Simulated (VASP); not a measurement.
# CdF2 (Fm-3m) in VASP: single point with r2SCAN

Aim: the single point of CdF2 with r2SCAN.

Everything below comes from runs of VASP 6.6.1. Logs are shortened: lines on timing, memory, paths and dates and some standing lists are left out, and cuts for length are marked.

### Step 1. The cell of the first run

Symmetry: Fm-3m, No. 225, cubic system. Conventional cell: a = 5.388 Å, b = 5.388 Å, c = 5.388 Å, α = 90.00°, β = 90.00°, γ = 90.00°. Cd (site symmetry m-3m) has 8 F at 2.33 Å within 3.1 Å. Within 3.1 Å of F (site symmetry -43m) lie 4 Cd at 2.33 Å and 6 F at 2.69 Å.

### Step 2. Single point, r2SCAN

The input, POSCAR:

```
CdF2
1.0
    0.0000000000      2.6940000000      2.6940000000
    2.6940000000      0.0000000000      2.6940000000
    2.6940000000      2.6940000000      0.0000000000
Cd F
1 2
Direct
    0.0000000000      0.0000000000      0.0000000000
    0.2500000000      0.2500000000      0.2500000000
    0.7500000000      0.7500000000      0.7500000000
```

The input, INCAR.step1:

```
SYSTEM = CdF2
PREC     = Accurate       ! precision mode
ENCUT    = 770            ! plane-wave cutoff, eV
ISMEAR   = 0              ! smearing method
SIGMA    = 0.01           ! smearing width, eV
LREAL    = .False.        ! projectors in reciprocal space
LASPH    = .True.         ! aspherical terms in the spheres
NELM     = 120            ! most SCF steps
NBANDS   = 24             ! bands
GGA      = PE             ! functional
ALGO     = Normal         ! electronic algorithm
EDIFF    = 1E-5           ! SCF threshold, eV
LWAVE    = .True.         ! write WAVECAR
LCHARG   = .False.        ! write CHGCAR
GGA_COMPAT= .False.
```

The input, INCAR.step2:

```
SYSTEM = CdF2
PREC     = Accurate       ! precision mode
ENCUT    = 770            ! plane-wave cutoff, eV
EDIFF    = 1E-6           ! SCF threshold, eV
ISMEAR   = 0              ! smearing method
SIGMA    = 0.01           ! smearing width, eV
LREAL    = .False.        ! projectors in reciprocal space
LASPH    = .True.         ! aspherical terms in the spheres
NELM     = 120            ! most SCF steps
ALGO     = Normal         ! electronic algorithm
ISIF     = 2              ! what is computed and relaxed
LWAVE    = .False.        ! write WAVECAR
LCHARG   = .False.        ! write CHGCAR
METAGGA  = R2SCAN         ! meta-GGA
LMIXTAU  = .True.       
NBANDS   = 24             ! bands
ISTART   = 1            
GGA_COMPAT= .False.
```

The input, KPOINTS:

```
regular mesh
0
Gamma
  8 8 8
  0 0 0
```

Potentials or basis: VASP PAW PBE potentials, release 64 (Cd_sv_GW, F).

The run is started by

```console
$ cat potpaw_PBE.64/Cd_sv_GW/POTCAR potpaw_PBE.64/F/POTCAR > POTCAR
$ cp INCAR.step1 INCAR
$ mpirun -np 1 vasp_std > vasp.out
$ cp INCAR.step2 INCAR
$ mpirun -np 1 vasp_std > vasp.out
```

OUTCAR:

```text
SYSTEM = CdF2
   PREC = Accurate
   ENCUT = 770
   EDIFF = 1E-6
   ISMEAR = 0
   LREAL = .False.
   LASPH = .True.
   NELM = 120
   ISIF = 2
   METAGGA = R2SCAN
   ISTART = 1

 ion  position               nearest neighbor table
   1  0.000  0.000  0.000-
   2  0.250  0.250  0.250-
   3  0.750  0.750  0.750-

  LATTYP: Found a face centered cubic cell.
 ALAT       =     5.3880000000

  Lattice vectors:

 A1 = (   0.0000000000,   2.6940000000,   2.6940000000)
 A2 = (   2.6940000000,   0.0000000000,   2.6940000000)
 A3 = (   2.6940000000,   2.6940000000,   0.0000000000)

Analysis of symmetry for initial positions (statically):
=====================================================================
 Subroutine PRICEL returns:
 Original cell was already a primitive cell.

 Routine SETGRP: Setting up the symmetry group for a
 face centered cubic supercell.

 Subroutine GETGRP returns: Found 48 space group operations
 (whereof 48 operations were pure point group operations)
 out of a pool of 48 trial point group operations.

The static configuration has the point symmetry O_h .

Analysis of symmetry for dynamics (positions and initial velocities):
=====================================================================
 Subroutine PRICEL returns:
 Original cell was already a primitive cell.

 Routine SETGRP: Setting up the symmetry group for a
 face centered cubic supercell.

 Subroutine GETGRP returns: Found 48 space group operations
 (whereof 48 operations were pure point group operations)
 out of a pool of 48 trial point group operations.

The dynamic configuration has the point symmetry O_h .

 Subroutine INISYM returns: Found 48 space group operations
 (whereof 48 operations are pure point group operations),
 and found     1 'primitive' translations

----------------------------------------------------------------------------------------

                                     Primitive cell

  volume of cell :      39.1041

  direct lattice vectors                    reciprocal lattice vectors
     0.000000000  2.694000000  2.694000000    -0.185597624  0.185597624  0.185597624
     2.694000000  0.000000000  2.694000000     0.185597624 -0.185597624  0.185597624
     2.694000000  2.694000000  0.000000000     0.185597624  0.185597624 -0.185597624

  length of vectors
[... 68 lines left out ...]
   total plane-waves  NPLWV =  46656
   dimension x,y,z NGX =    36 NGY =   36 NGZ =   36
   dimension x,y,z NGXF=    72 NGYF=   72 NGZF=   72
   ions per type =               1   2
   NGX,Y,Z   is equivalent  to a cutoff of  15.71, 15.71, 15.71 a.u.
   NGXF,Y,Z  is equivalent  to a cutoff of  31.42, 31.42, 31.42 a.u.
 SYSTEM =  CdF2
   PREC   = accura    normal or accurate (medium, high low for compatibility)
   ISTART =      1    job   : 0-new  1-cont  2-samecut
   ICHARG =      0    charge: 1-file 2-atom 10-const
   ISPIN  =      1    spin polarized calculation?
   LNONCOLLINEAR =      F non collinear calculations
   LSORBIT =      F    spin-orbit coupling
   LASPH  =      T    aspherical Exc in radial PAW
   ENCUT  =  770.0 eV  56.59 Ry    7.52 a.u.   8.62  8.62  8.62*2*pi/ulx,y,z
   NELM   =    120;   NELMIN=  2; NELMDL=  0     # of ELM steps
   EDIFF  = 0.1E-05   stopping-criterion for ELM
   LREAL  =      F    real-space projection
[... 7 lines left out ...]
   TEBEG  =    0.0;   TEEND  =   0.0 temperature during run
   PSTRESS=    0.0 pullay stress
   NELECT =      34.0000    total number of electrons
   NUPDOWN=      -1.0000    fix difference up-down
   EMIN   =  10.00;   EMAX   =-10.00  energy-range for DOS
   EFERMI =   0.00;   METHOD = LEGACY
   ISMEAR =     0;   SIGMA  =   0.01  broadening in eV -4-tet -1-fermi 0-gaus
   EFERMI_NEDOS =   21; number of points for ismear=-14 and -15
   IALGO  =     38    algorithm
   IMIX   =      4    mixing-type and parameters
     AMIX     =   0.40;   BMIX     =  1.00
     AMIX_MAG =   1.60;   BMIX_MAG =  1.00
  volume/ion in A,a.u.               =      13.03        87.96
  Fermi-wavevector in a.u.,A,eV,Ry     =   1.562525  2.952743 33.218397  2.441483
  Thomas-Fermi vector in A             =   2.665430
   LORBIT       =      0    0 simple, 1 ext, 2 COOP (PROOUT), +10 PAW based schemes
   METAGGA = R2SCAN    functional components
   LHFCALC =     F    Hartree Fock is set to
   AEXX    =    0.0000 exact exchange contribution
   IVDW    =     0    specifies the selected vdW correction
   LEPSILON=     F    determine dielectric tensor
   LRPA    =     F    only Hartree local field effects (RPA)
 non-spin polarized calculation
 Gauss-broadening in eV      SIGMA  =   0.01
  energy-cutoff  :      770.00
  volume of cell :       39.10
 maximum number of plane-waves:      1924
 NGX is ok and might be reduce to    36
   NGX = 17   NGY = 17   NGZ = 17

 number of electron      33.9999995 magnetization

 Free energy of the ion-electron system (eV)
  ---------------------------------------------------
  ext. energy  EPLUGINS =         0.00000000
  ---------------------------------------------------
  free energy    TOTEN  =       -33.84555043 eV

  energy without entropy =      -33.84555043  energy(sigma->0) =      -33.84555043

 E-fermi :   0.3312     XC(G=0): -11.2070

 val. band max:        0.0729585704   @ k =  -0.2500   0.5000   0.2500
 cond. band min:       3.8617977775   @ k =   0.0000   0.0000   0.0000
 fundamental gap:      3.7888392070
 Fermi energy:         0.3311768340

 k-point     1 :       0.0000    0.0000    0.0000
  band No.  band energies     occupation
      1    -100.9085      2.00000
      2     -61.1071      2.00000
      3     -61.1071      2.00000
      4     -61.1071      2.00000
      5     -21.8498      2.00000
      6     -20.7904      2.00000
[... 637 lines left out ...]
     23      19.5756      0.00000
     24      23.1217      0.00000

 [... further k-points ...]
[... 5 lines left out ...]
  --------------------------------------------------------------------------------------
  -------------------------------------------------------------------------------------
  Total       -0.0956573     -0.0956573     -0.0956573      0.0000000      0.0000000      0.0000000
  in kB       -3.9192759     -3.9192759     -3.9192759      0.0000000      0.0000000      0.0000000
  external PRESSURE =      -3.9192759 kB  Pullay stress =       0.0000000 kB

 VOLUME and BASIS-vectors are now :
 -----------------------------------------------------------------------------
  energy-cutoff  :      770.00
  volume of cell :       39.10
      direct lattice vectors                 reciprocal lattice vectors
     0.000000000  2.694000000  2.694000000    -0.185597624  0.185597624  0.185597624
     2.694000000  0.000000000  2.694000000     0.185597624 -0.185597624  0.185597624
     2.694000000  2.694000000  0.000000000     0.185597624  0.185597624 -0.185597624

 POSITION                                       TOTAL-FORCE (eV/Angst)
 -----------------------------------------------------------------------------------
      0.00000      0.00000      0.00000        -0.000000     -0.000000     -0.000000
      1.34700      1.34700      1.34700         0.000000     -0.000000      0.000000
      4.04100      4.04100      4.04100        -0.000000      0.000000      0.000000
 -----------------------------------------------------------------------------------
    total drift:                               -0.000000      0.000000      0.000000

  FREE ENERGIE OF THE ION-ELECTRON SYSTEM (eV)
  ---------------------------------------------------
  free  energy   TOTEN  =       -33.8455504263 eV

  energy  without entropy=      -33.8455504263  energy(sigma->0) =      -33.84555043
```

OSZICAR.step1:

```text
N       E                     dE             d eps       ncg     rms          rms(c)
DAV:   1     0.699907317415E+03    0.69991E+03   -0.24330E+04  1400   0.250E+03
DAV:   2     0.560655282031E+02   -0.64384E+03   -0.58516E+03  1400   0.722E+02
DAV:   3    -0.105209064205E+02   -0.66586E+02   -0.65745E+02  2096   0.258E+02
DAV:   4    -0.126077190130E+02   -0.20868E+01   -0.20860E+01  1624   0.484E+01
DAV:   5    -0.126690633636E+02   -0.61344E-01   -0.61342E-01  2072   0.925E+00    0.126E+01
DAV:   6    -0.109860673518E+02    0.16830E+01   -0.39488E+00  2088   0.485E+01    0.104E+01
DAV:   7    -0.109943609389E+02   -0.82936E-02   -0.47474E-01  1416   0.711E+00    0.691E+00
DAV:   8    -0.109926037718E+02    0.17572E-02   -0.14621E-01  1888   0.668E+00    0.147E+00
DAV:   9    -0.109825971613E+02    0.10007E-01   -0.38429E-02  2120   0.463E+00    0.249E-01
DAV:  10    -0.109827867004E+02   -0.18954E-03   -0.23636E-03  1712   0.565E-01    0.209E-01
DAV:  11    -0.109828307021E+02   -0.44002E-04   -0.36240E-04  2016   0.534E-01    0.514E-02
DAV:  12    -0.109828336472E+02   -0.29451E-05   -0.36855E-05  1696   0.633E-02
   1 F= -.10982834E+02 E0= -.10982834E+02  d E =0.000000E+00
```

It took 2.4 min on 1 thread of Intel Xeon Platinum 8488C (Sapphire Rapids), shared host; peak memory 0.25 GiB.

Results:

| Quantity | Value |
| --- | --- |
| Free energy | -33.8456 eV |
| Pressure | -0.4 GPa |
| Band gap on the k mesh | 3.79 eV (least direct gap 4.31 eV) |

Caveat: the PAW data sets were made with another functional, which shifts forces and pressure a little. A k mesh can miss the band edges.
